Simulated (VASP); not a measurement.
A run of VASP 6.6.1 is set up as follows.

POSCAR

```
Rb2BrCl
1.0
    2.3416440120      1.3519488007      7.6608941588
   -2.3416440120      1.3519488007      7.6608941588
    0.0000000000     -2.7038976014      7.6608941588
Cl Br Rb
1 1 2
Direct
    1.0000000000      0.0000000000      0.0000000000
    0.5000000000      0.5000000000      0.5000000000
    0.2539867098      0.2539867098      0.2539867098
    0.7460132902      0.7460132902      0.7460132902
```

INCAR.step1

```
SYSTEM = Rb2BrCl
ALGO = Normal
EDIFF = 1E-4
ENCUT = 520
GGA = PE
ISMEAR = 0
LASPH = .TRUE.
LCHARG = .FALSE.
LREAL = .FALSE.
LWAVE = .TRUE.
NBANDS = 24
NELM = 80
PREC = Accurate
SIGMA = 0.01
```

INCAR.step2

```
SYSTEM = Rb2BrCl
ALGO = Normal
EDIFF = 1E-6
ENCUT = 520
ISIF = 2
ISMEAR = 0
ISTART = 1
LASPH = .TRUE.
LCHARG = .FALSE.
LMIXTAU = .TRUE.
LREAL = .FALSE.
LWAVE = .FALSE.
METAGGA = R2SCAN
NBANDS = 24
NELM = 80
PREC = Accurate
SIGMA = 0.01
```

Contents of KPOINTS:

```
k-points
0
G
  6 6 6
  0 0 0
```

Potentials or basis: VASP PAW PBE potentials, release 64 (Cl, Br, Rb_sv).

Command:

```console
$ cat potpaw_PBE.64/Cl/POTCAR potpaw_PBE.64/Br/POTCAR potpaw_PBE.64/Rb_sv/POTCAR > POTCAR
$ cp INCAR.step1 INCAR
$ mpirun -np 1 vasp_std > vasp.out
$ cp INCAR.step2 INCAR
$ mpirun -np 1 vasp_std > vasp.out
```

(1) Predict the largest force.

(2) What does it give for the band gap on the k mesh?

(3) Predict the pressure.

## Answers

(1) 0.013 eV/Å.

(2) 5.22 eV.

(3) 1.2 GPa.

Caveat: the PAW data sets were made with another functional, which shifts forces and pressure a little.
